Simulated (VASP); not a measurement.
A run of VASP 6.6.1 is set up as follows.

The input INCAR:

```
PREC     = Accurate       # precision mode
ENCUT    = 520            # plane-wave cutoff, eV
EDIFF    = 1E-6           # SCF threshold, eV
ISMEAR   = -1             # smearing method
SIGMA    = 0.01           # smearing width, eV
LREAL    = False          # projectors in reciprocal space
LASPH    = True           # aspherical terms in the spheres
NELM     = 60             # most SCF steps
ALGO     = Normal         # electronic algorithm
ISIF     = 2              # what is computed and relaxed
LWAVE    = False          # write WAVECAR
LCHARG   = False          # write CHGCAR
GGA      = CA             # functional
NBANDS   = 16             # bands
```

The input KPOINTS:

```
regular mesh
0
Gamma
  8 8 8
```

The input POSCAR:

```
YS
1.0
    0.0000000000      2.7797547983      2.7797547983
    2.7797547983      0.0000000000      2.7797547983
    2.7797547983      2.7797547983      0.0000000000
Y S
1 1
Direct
    0.5000000000      0.5000000000      0.5000000000
    0.0000000000      0.0000000000      0.0000000000
```

Potentials or basis: VASP PAW LDA potentials, release 64 (Y_sv, S).

Run with:

```sh
$ cat potpaw_LDA.64/Y_sv/POTCAR potpaw_LDA.64/S/POTCAR > POTCAR
$ mpirun -np 1 vasp_std > vasp.out
```

Predict the pressure.

-7.1 GPa.
